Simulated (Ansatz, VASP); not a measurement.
## Two plane-wave programs on ZnS

```
Zn S
1.0
     0.00000    2.54517    3.05421
     2.54517    0.00000    3.05421
     2.54517    2.54517    0.00000
Zn S
1 1
Direct
  0.00000 0.00000 0.00000
  0.75000 0.75000 0.75000
```

Alike in both runs: task single point; functional PBEsol; k mesh 10 × 10 × 10; occupations gaussian, width 0.05 eV; no spin polarisation.

```csv
,VASP,Ansatz
version,VASP 6.6.1,Ansatz 0.2.0
potentials or method,"VASP PAW PBE potentials, release 64 (Zn, S), cutoff 520 eV","scalar-relativistic, plane waves, PAW"
valence electrons in the cell,18,18
```

|  | VASP | Ansatz | Ansatz less VASP |
| --- | --- | --- | --- |
| gap on the k mesh at the Fermi level (eV) | 1.50 | 1.50 | -0.005 |
| least direct gap on the mesh (eV) | 1.50 | 1.50 | -0.005 |
| pressure (GPa) | -2.7 | -2.9 | -0.18 |
| traceless stress, the component that is largest in VASP (GPa) | -7.08 | -7.12 | -0.041 |

VASP's potentials were made for PBE, not for PBEsol.
